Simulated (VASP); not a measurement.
Wanted: the native input for a VASP 6.6.1 run.

- Task: single point
- Functional: PBEsol
- Potentials or basis: VASP PAW PBE potentials, release 64 (W_sv)
- Cutoff: 500 eV
- k mesh: 8 × 5 × 5
- Occupations: fermi-dirac, width 0.1 eV
- Spin: no spin polarisation
- Dipole correction: no
- Further INCAR settings: ALGO = Normal; EDIFF = 1e-06; NBANDS = 36

The structure of W lies in POSCAR:

```
W
1.0
    2.8096620000      0.0000000000      0.0000000000
    0.0000000000      4.8638700000      0.0000000000
    0.0000000000      0.0000000000      4.9236950000
W
4
Direct
    0.7931720008      0.5631570005      0.2500000000
    0.2068279992      0.0631570005      0.2500000000
    0.2068279992      0.4368429995      0.7500000000
    0.7931720008      0.9368429995      0.7601549751
```

These files were run (other wordings do the same):

INCAR

```
SYSTEM = W
PREC = Accurate
ENCUT = 500
EDIFF = 1E-6
ISMEAR = -1
SIGMA = 0.1
LREAL = .False.
LASPH = .True.
NELM = 120
ALGO = Normal
ISIF = 2
LWAVE = .False.
LCHARG = .True.
GGA = PS
LELF = .True.
LVHAR = .True.
NBANDS = 36
GGA_COMPAT = .False.
```

KPOINTS

```
regular mesh
0
Gamma
  8 5 5
  0 0 0
```

Potentials or basis: VASP PAW PBE potentials, release 64 (W_sv).

Launch:

```console
$ cat potpaw_PBE.64/W_sv/POTCAR > POTCAR
$ mpirun -np 1 vasp_std > vasp.out
```

Results of the run:

- Pressure: -10.2 GPa
- Largest force: 0.534 eV/Å
- Band gap on the k mesh: zero (band 28 reaches 11.13 eV, above the bottom of band 29 at 9.83 eV)

Caveat: the PAW data sets were made with another functional, which shifts forces and pressure a little; spin-orbit coupling is left out, which moves the levels of the heavy elements.

It took 72 s on 1 thread of Intel(R) Xeon(R) 6975P-C (Granite Rapids), with other jobs on the host, peak memory 0.28 GiB.
